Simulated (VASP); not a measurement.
Crystal: BeSe.

```
Be Se
1.0
     0.00000    2.58104    2.58104
     2.58104    0.00000    2.58104
     2.58104    2.58104    0.00000
Be Se
1 1
Direct
  0.00000 0.00000 0.00000
  0.25000 0.25000 0.25000
```

Base run:

- Program: VASP 6.6.1
- Functional: PBE
- Potentials or basis: VASP PAW PBE potentials, release 64 (Be, Se)
- Cutoff: 600 eV
- k mesh: 8 × 8 × 8
- Occupations: fermi-dirac, width 0.02 eV
- Spin: no spin polarisation

Its results: band gap on the k mesh 2.64 eV, indirect (least direct gap 4.29 eV); pressure 0.9 GPa.

The run is repeated on the same cell with these changes: functional from PBE to r2SCAN; cutoff from 600 eV to 660 eV; occupations from fermi-dirac, width 0.02 eV to gaussian, width 0.01 eV. What comes out?

Band gap on the k mesh 3.12 eV, indirect (least direct gap 5.04 eV); pressure 0.3 GPa.

Caveats: the PAW data sets were made with another functional, which shifts forces and pressure a little (some runs).

A k mesh can miss the band edges.
